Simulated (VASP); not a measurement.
## Ca2Al2O: single point with PBE

Ca2Al2O:

```
Ca Al O
1.0
     4.41729    0.00000    0.00000
     0.00000    4.41729    0.00000
     0.00000    0.00000    6.62834
Ca Al O
2 2 1
Cartesian
  2.2086 0.0000 0.0000
  0.0000 2.2086 0.0000
  2.2086 0.0000 3.3142
  0.0000 2.2086 3.3142
  2.2086 2.2086 0.0000
```

The cell was generated, and may not be a known phase.

```json
{
  "Program": "VASP 6.6.1",
  "Task": "single point",
  "Functional": "PBE",
  "Potentials or basis": "VASP PAW PBE potentials, release 64 (Ca_sv, Al, O)",
  "Cutoff": "520 eV",
  "k mesh": "8 × 8 × 6",
  "Occupations": "gaussian, width 0.1 eV",
  "Spin": "no spin polarisation"
}
```

| Property | Result |
| --- | --- |
| Pressure | 0.2 GPa |
| Band gap on the k mesh | zero (bands 16 and 17 overlap by 0.95 eV) |

Stress tensor (GPa, compression positive):
```
 0.28  0.00  0.00
 0.00  0.28  0.00
 0.00  0.00 -0.01
```

Levels at points of the mesh, in eV from the Fermi level:
```tsv
k point	band 13	band 14	band 15	band 16	band 17	band 18	band 19	band 20
(0.00, 0.00, 0.00)	-2.58	-1.25	-0.73	-0.63	0.44	0.44	1.60	2.22
(0.50, 0.00, 0.00)	-3.29	-2.85	-0.39	0.20	0.85	1.92	2.21	2.55
(0.50, 0.50, 0.00)	-3.63	-3.49	-2.10	-1.85	0.51	1.05	1.05	2.11
(0.00, 0.00, 0.50)	-2.57	-2.57	-0.27	-0.10	0.13	0.13	1.61	2.06
(0.50, 0.00, 0.50)	-2.84	-2.78	-1.23	-0.55	1.25	1.80	1.87	2.23
(0.50, 0.50, 0.50)	-3.59	-3.59	-2.19	-1.35	0.09	0.09	0.82	2.02
```

Run time: 5.2 min on 1 thread of Oxide Virtual Turin-like Processor, on a shared host, peak memory 0.32 GiB.
